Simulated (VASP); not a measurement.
The system is BiSe3.

```
CELL_PARAMETERS angstrom
4.83187 0.00000 0.00000
0.00000 4.83187 0.00000
0.00000 0.00000 4.83187
ATOMIC_POSITIONS crystal
Bi 0.00000 0.00000 0.00000
Se 0.00000 0.50000 0.50000
Se 0.50000 0.00000 0.50000
Se 0.50000 0.50000 0.00000
```

- Program: VASP 6.6.1
- Task: relaxation of cell and atoms
- Functional: PBE
- Potentials or basis: VASP PAW PBE potentials, release 64 (Bi_d, Se)
- Cutoff: 600 eV
- k mesh: 4 × 4 × 4
- Occupations: gaussian, width 0.1 eV
- Spin: no spin polarisation

At the start: pressure -7.5 GPa; volume 28.20 Å³/atom.

Q: How do energy, volume and symmetry change on relaxing?

A: Over 3 steps the energy falls by 127.7 meV/atom and the volume is 23.59 Å³/atom (-16.4 %); space group Pm-3m (No. 221, to 0.05 Å).

The path:
| step | energy change (eV) | largest force (eV/Å) | pressure (GPa) | volume (Å³) |
| --- | --- | --- | --- | --- |
| 1 | 0.0000 | 0.0000 | -7.49 | 112.81 |
| 2 | -0.5040 | 0.0000 | 1.27 | 92.62 |
| 3 | -0.5108 | 0.0000 | 0.00 | 94.36 |

Final structure:
```
Bi Se
1.0
     4.55257    0.00000    0.00000
     0.00000    4.55257    0.00000
     0.00000    0.00000    4.55257
Bi Se
1 3
Direct
  0.00000 0.00000 0.00000
  0.00000 0.50000 0.50000
  0.50000 0.00000 0.50000
  0.50000 0.50000 0.00000
```

Caveat: the volume moved by over 15 % at a fixed basis, so the end points are rough.
